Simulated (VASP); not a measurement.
Set up this calculation in VASP 6.6.1, as the native input.

```yaml
Task: relaxation of cell and atoms
Functional: PBE
Potentials_or_basis: VASP PAW PBE potentials, release 64 (Hf_pv, W_sv, S)
Cutoff: 600 eV
k_mesh: 10 × 10 × 6
Occupations: gaussian, width 0.1 eV
Spin: no spin polarisation
Dipole_correction: no
Further_INCAR_settings: ALGO = Normal; EDIFF = 1e-07; IBRION = 2; EDIFFG = -0.01; NSW = 100; ISIF = 3
```

The structure of HfWS5 lies in POSCAR:

```
HfWS5
1.0
    4.3588544221      0.0000000000      0.0000000000
    0.0000000000      4.3588544221      0.0000000000
    0.0000000000      0.0000000000      6.1609435758
Hf W S
1 1 5
Direct
    0.5000000000      0.5000000000      0.0000000000
    0.0000000000      0.0000000000      0.5000000000
    0.0000000000      0.5000000000      0.2806993283
    0.0000000000      0.5000000000      0.7193006717
    0.5000000000      0.0000000000      0.2806993283
    0.5000000000      0.0000000000      0.7193006717
    0.0000000000      0.0000000000      0.0000000000
```

One way to write it, as run:

INCAR

```
SYSTEM = HfWS5
PREC = Accurate
ENCUT = 600
EDIFF = 1E-7
ISMEAR = 0
SIGMA = 0.1
LREAL = .False.
LASPH = .True.
NELM = 100
ALGO = Normal
ISIF = 3
LWAVE = .False.
LCHARG = .False.
GGA = PE
IBRION = 2
NSW = 100
EDIFFG = -0.01
```

KPOINTS

```
Automatic mesh
0
Gamma
  10 10 6
  0 0 0
```

Potentials or basis: VASP PAW PBE potentials, release 64 (Hf_pv, W_sv, S).

The run is started by

```bash
$ cat potpaw_PBE.64/Hf_pv/POTCAR potpaw_PBE.64/W_sv/POTCAR potpaw_PBE.64/S/POTCAR > POTCAR
$ mpirun -np 1 vasp_std > vasp.out
```

It gave:

```json
{"Relaxed volume": "16.66 Å³/atom", "Relaxed cell": "a = 4.351 Å, b = 4.351 Å, c = 6.161 Å, α = 90.00°, β = 90.00°, γ = 90.00°", "Space group after relaxing (to 0.05 Å)": "P4/mmm (No. 123)", "Energy gained by relaxing": "0.2 meV/atom", "Ionic steps": "4", "Pressure after relaxing": "0.0 GPa", "Largest force after relaxing": "0.006 eV/Å", "Band gap on the k mesh": "zero (band 27 reaches 8.31 eV, above the bottom of band 28 at 6.95 eV)"}
```

Caveat: spin-orbit coupling is left out, which moves the levels of the heavy elements.

It took 15 min on 1 thread of Intel(R) Xeon(R) Platinum 8375C CPU @ 2.90GHz (Ice Lake), with other jobs on the host, peak memory 0.51 GiB.
